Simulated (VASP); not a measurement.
Runs of VASP 6.6.1 on CaSe. The structure is that of space group Fm-3m (No. 225), or close to it. The cells are those of the table. 

| task | cell | k mesh | cutoff (eV) | smearing | gap on the mesh (eV) | pressure (GPa) |
| --- | --- | --- | --- | --- | --- | --- |
| single point | a = 4.197 Å, angles 60.0, 60.0, 90.0°, 2 atoms | 12 × 12 × 12 | 520 | fermi-dirac 0.05 eV | 2.52 | (a) |
| relaxation of cell and atoms | relaxed from a = 4.180 Å, angles 60.0, 60.0, 90.0°, 2 atoms | 12 × 12 × 12 | 600 | fermi-dirac 0.05 eV | 2.53 | 0.0 |
| single point | a = 4.238, b = 4.238, c = 4.211 Å, angles 59.8, 59.8, 90.0°, 2 atoms | 8 × 8 × 8 | 520 | gaussian 0.01 eV | (b) | -0.6 |
| single point | a = 4.280, b = 4.280, c = 4.225 Å, angles 59.6, 59.6, 90.0°, 2 atoms | 8 × 8 × 8 | 520 | gaussian 0.01 eV | 2.58 | -1.3 |

Alike in all rows: level r2SCAN; potentials or basis VASP PAW PBE potentials, release 64 (Ca_sv, Se); no spin polarisation.

Question: Fill in the values left out.

Answer: (a) 0.3; (b) 2.55.

Caveats: the PAW data sets were made with another functional, which shifts forces and pressure a little.

A k mesh can miss the band edges, and the runs leave out spin-orbit coupling on Se.
